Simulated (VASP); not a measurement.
A run of VASP 6.6.1 is set up as follows.

INCAR

```
SYSTEM = Al2O3
ALGO = Normal
EDIFF = 1E-6
ENCUT = 520
GGA = PS
ISIF = 2
ISMEAR = 0
LASPH = .TRUE.
LCHARG = .FALSE.
LREAL = .FALSE.
LWAVE = .FALSE.
NBANDS = 35
NELM = 60
PREC = Accurate
SIGMA = 0.05
```

The input KPOINTS:

```
k-points
0
G
  6 6 6
  0 0 0
```

The input POSCAR:

```
Al2O3
1.0
    2.5032663946      1.4452615268      3.9429783403
   -2.5032663946      1.4452615268      3.9429783403
    0.0000000000     -2.8905230535      3.9429783403
Al O
4 6
Direct
    0.8635618459      0.8635618459      0.8635618459
    0.6364381541      0.6364381541      0.6364381541
    0.1364381541      0.1364381541      0.1364381541
    0.3635618459      0.3635618459      0.3635618459
    0.0558571577      0.4441428423      0.7500000000
    0.7500000000      0.0558571577      0.4441428423
    0.4441428423      0.7500000000      0.0558571577
    0.9441428423      0.5558571577      0.2500000000
    0.2500000000      0.9441428423      0.5558571577
    0.5558571577      0.2500000000      0.9441428423
```

Potentials or basis: VASP PAW PBE potentials, release 64 (Al, O).

Command:

```sh
$ cat potpaw_PBE.64/Al/POTCAR potpaw_PBE.64/O/POTCAR > POTCAR
$ mpirun -np 1 vasp_std > vasp.out
```

Task: What does it give for the largest force?

Result: 1.324 eV/Å.

Task: Estimate the pressure.

Result: -1.1 GPa.

Task: Estimate the band gap on the k mesh.

Result: 4.17 eV, direct.

Stress tensor (GPa, compression positive):
```
-13.94   0.00   0.00
  0.00 -13.94   0.00
  0.00   0.00  24.72
```

Caveat: the PAW data sets were made with another functional, which shifts forces and pressure a little.
